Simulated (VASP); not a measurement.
CdTe: single point with PBE

CdTe:

```
CELL_PARAMETERS angstrom
3.79776 0.00000 0.00000
0.00000 3.79776 0.00000
0.00000 0.00000 3.79776
ATOMIC_POSITIONS crystal
Cd 0.00000 0.00000 0.00000
Te 0.50000 0.50000 0.50000
```

```
Program             : VASP 6.6.1
Task                : single point
Functional          : PBE
Potentials or basis : VASP PAW PBE potentials, release 64 (Cd, Te)
Cutoff              : 520 eV
k mesh              : 4 × 4 × 4
Occupations         : gaussian, width 0.1 eV
Spin                : no spin polarisation
```

* Pressure: 0.4 GPa
* Band gap on the k mesh: zero (band 9 reaches 5.05 eV, above the bottom of band 10 at 3.59 eV)

Levels at points of the mesh, in eV from the Fermi level:
| k point | band 6 | band 7 | band 8 | band 9 | band 10 | band 11 | band 12 | band 13 |
| --- | --- | --- | --- | --- | --- | --- | --- | --- |
| (0.00, 0.00, 0.00) | -8.66 | -1.57 | -1.29 | -1.29 | -1.29 | 4.56 | 4.56 | 8.93 |
| (0.50, 0.00, 0.00) | -8.66 | -6.17 | 0.01 | 0.01 | 2.44 | 2.96 | 4.98 | 4.98 |
| (0.50, 0.50, 0.00) | -8.27 | -4.50 | -4.50 | -2.35 | 0.30 | 6.09 | 6.09 | 6.83 |
| (0.50, 0.50, 0.50) | -8.54 | -2.57 | -2.57 | -2.57 | -0.03 | 0.61 | 0.61 | 0.61 |

It took 12 s on 1 thread of Intel Xeon 8259CL, on a shared host, peak memory 0.16 GiB.

Caveat: the k points lie up to 0.41 Å⁻¹ apart; spin-orbit coupling is left out, which moves the levels of the heavy elements.
